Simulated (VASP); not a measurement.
Wanted: the native input for a VASP 6.6.1 run.

```yaml
Task: single point
Functional: PBE
Potentials_or_basis: VASP PAW PBE potentials, release 64 (O, Hf_pv)
Cutoff: 520 eV
k_mesh: 5 × 5 × 4
Occupations: fermi-dirac, width 0.1 eV
Spin: no spin polarisation
Dipole_correction: no
Further_INCAR_settings: ALGO = Normal; EDIFF = 1e-07; NBANDS = 31
```

The structure of HfO2 lies in POSCAR:

```
HfO2
1.0
    3.6045235929      0.0000000000      0.0000000000
    0.0000000000      3.6045235929      0.0000000000
    0.0000000000      0.0000000000      5.2648313282
O Hf
4 2
Direct
    0.0000000000      0.5000000000      0.1931980471
    0.0000000000      0.5000000000      0.6931980471
    0.5000000000      0.0000000000      0.3068019529
    0.5000000000      0.0000000000      0.8068019529
    0.0000000000      0.0000000000      0.0000000000
    0.5000000000      0.5000000000      0.5000000000
```

These files were run (other wordings do the same):

INCAR

```
SYSTEM = HfO2
PREC = Accurate
ENCUT = 520
EDIFF = 1E-7
ISMEAR = -1
SIGMA = 0.1
LREAL = .FALSE.
LASPH = .TRUE.
NELM = 100
ALGO = Normal
ISIF = 2
LWAVE = .FALSE.
LCHARG = .FALSE.
GGA = PE
NBANDS = 31
```

KPOINTS

```
regular mesh
0
G
  5 5 4
  0 0 0
```

Potentials or basis: VASP PAW PBE potentials, release 64 (O, Hf_pv).

Run with:

```console
$ cat potpaw_PBE.64/O/POTCAR potpaw_PBE.64/Hf_pv/POTCAR > POTCAR
$ mpirun -np 1 vasp_std > vasp.out
```

Results of the run:

The pressure is -3.2 GPa and the largest force is 0.050 eV/Å. The band gap on the k mesh is 4.65 eV (least direct gap 4.72 eV).

Caveat: the cell stands under tension; spin-orbit coupling is left out, which moves the levels of the heavy elements; an odd mesh through Γ misses points on the zone boundary, where band edges can lie.

Run time: 33 s on 1 thread of AMD EPYC 7R13, with other jobs on the host, peak memory 0.16 GiB.
